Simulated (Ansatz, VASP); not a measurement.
# Bi in VASP and in Ansatz

```xyz
2
Lattice="4.6752 0.0000 0.0000 -2.3376 4.0488 0.0000 0.0000 0.0000 11.4741" Properties=species:S:1:pos:R:3 pbc="T T T"
Bi    0.0000    2.6992    2.8685
Bi    2.3376    1.3496    8.6056
```

Change from the starting cell: strain +0.030 along x and y, -0.030 along z, atoms carried along.

Alike in both runs: task single point; functional r2SCAN; k mesh 12 × 12 × 4; occupations gaussian, width 0.15 eV; no spin polarisation.

|  | VASP | Ansatz |
| --- | --- | --- |
| version | VASP 6.6.1 | Ansatz 0.2.0 |
| potentials or method | VASP PAW PBE potentials, release 64 (Bi_d), cutoff 520 eV | scalar-relativistic, plane waves, PAW |
| valence electrons in the cell | 30 | 30 |

|  | VASP | Ansatz | Ansatz less VASP |
| --- | --- | --- | --- |
| gap on the k mesh at the Fermi level (eV) | none | none | - |
| pressure (GPa) | -3.2 | -3.2 | +0.02 |
| traceless stress, the component that is largest in VASP (GPa) | 2.61 | 2.61 | +0.001 |

VASP's potentials were made for PBE, not for r2SCAN. A gap of «none» marks a metal or a gap that the smearing closes. The functional is the same, so the differences come from potentials, cutoffs and numerics.

Neither program's run includes spin-orbit coupling.
